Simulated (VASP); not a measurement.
Input of a VASP 6.6.1 run:

Contents of INCAR:

```
PREC     = Accurate       # precision mode
ENCUT    = 600            # plane-wave cutoff, eV
EDIFF    = 1E-6           # SCF threshold, eV
ISMEAR   = 0              # smearing method
SIGMA    = 0.1            # smearing width, eV
LREAL    = False          # projectors in reciprocal space
LASPH    = True           # aspherical terms in the spheres
NELM     = 120            # most SCF steps
ALGO     = Normal         # electronic algorithm
ISIF     = 2              # what is computed and relaxed
LWAVE    = False          # write WAVECAR
LCHARG   = False          # write CHGCAR
GGA      = PE             # functional
NBANDS   = 15             # bands
GGA_COMPAT= False
```

Contents of KPOINTS:

```
regular mesh
0
Gamma
  6 6 6
```

The input POSCAR:

```
KF
1.0
    0.0000000000      2.9874966000      2.9874966000
    2.9874966000      0.0000000000      2.9874966000
    2.9874966000      2.9874966000      0.0000000000
K F
1 1
Direct
    0.0000000000      0.0000000000      0.0000000000
    0.7500000000      0.7500000000      0.7500000000
```

Potentials or basis: VASP PAW PBE potentials, release 64 (K_sv, F).

Run with:

```bash
$ cat potpaw_PBE.64/K_sv/POTCAR potpaw_PBE.64/F/POTCAR > POTCAR
$ mpirun -np 1 vasp_std > vasp.out
```

Task: Estimate the pressure.

Result: -0.3 GPa.

Task: What does it give for the band gap on the k mesh?

Result: 5.02 eV (least direct gap 5.19 eV).

A k mesh can miss the band edges.
